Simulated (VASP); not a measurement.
SnO2:

```
Sn O
1.0
    -3.24890    3.41447    3.41402
     3.24890   -3.41447    3.41402
     3.24890    3.41447   -3.41402
Sn O
4 8
Cartesian
  -1.6244 1.7072 1.7070
  1.6244 1.7072 1.7070
  3.2489 -1.7072 1.7316
  0.0000 5.1217 1.6824
  1.6068 1.7072 3.7998
  -1.6068 1.7072 3.7998
  0.0000 0.3858 1.6793
  0.0000 3.0287 1.6793
  3.2489 0.3858 1.7347
  4.8557 1.7072 -0.3858
  3.2489 3.0287 1.7347
  1.6421 1.7072 -0.3858
```

Program: VASP 6.6.1. Alike in all runs: task single point; potentials or basis VASP PAW PBE potentials, release 64 (Sn_d, O); no spin polarisation; cell as given; smearing fermi-dirac 0.05 eV.

Question: Order these runs on this cell by their pressure, lowest first.
A. level PBEsol; k mesh 6 × 6 × 6; cutoff (eV) 600
B. level BLYP; k mesh 5 × 5 × 5; cutoff (eV) 520
C. level PBE; k mesh 6 × 6 × 6; cutoff (eV) 520

Answer: A (-6.1 GPa), C (-0.2 GPa), B (5.2 GPa).

Caveats: the PAW data sets were made with another functional, which shifts forces and pressure a little (at least some runs); the cell stands under tension (at least some runs); the cell stands under pressure (at least some runs).
